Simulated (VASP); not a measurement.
Wanted: the native input for a VASP 6.6.1 run.

* Task: single point
* Functional: PBEsol
* Potentials or basis: VASP PAW PBE potentials, release 64 (Cd, S)
* Cutoff: 520 eV
* k mesh: 8 × 8 × 8
* Occupations: gaussian, width 0.05 eV
* Spin: no spin polarisation
* Dipole correction: no
* Further INCAR settings: ALGO = Normal; EDIFF = 1e-07; NBANDS = 16

The structure of CdS lies in POSCAR:

```
CdS
1.0
    0.0000000000      2.9138740104      2.9138740104
    2.9138740104      0.0000000000      2.9138740104
    2.9138740104      2.9138740104      0.0000000000
Cd S
1 1
Direct
    0.0000000000      0.0000000000      0.0000000000
    0.7500000000      0.7500000000      0.7500000000
```

One way to write it, as run:

INCAR

```
PREC = Accurate
ENCUT = 520
EDIFF = 1E-7
ISMEAR = 0
SIGMA = 0.05
LREAL = F
LASPH = T
NELM = 60
ALGO = Normal
ISIF = 2
LWAVE = F
LCHARG = T
GGA = PS
LELF = T
LVHAR = T
NBANDS = 16
```

KPOINTS

```
Automatic mesh
0
Gamma
  8 8 8
```

Potentials or basis: VASP PAW PBE potentials, release 64 (Cd, S).

The run is started by

```console
$ cat potpaw_PBE.64/Cd/POTCAR potpaw_PBE.64/S/POTCAR > POTCAR
$ mpirun -np 1 vasp_std > vasp.out
```

Results of the run:

```json
{
 "Pressure": "0.3 GPa",
 "Band gap on the k mesh": "1.01 eV, direct"
}
```

Caveat: the PAW data sets were made with another functional, which shifts forces and pressure a little.

It took 26 s on 1 thread of AMD EPYC 7R43 64-Core Processor (Zen 3), with other jobs on the host, peak memory 0.14 GiB.
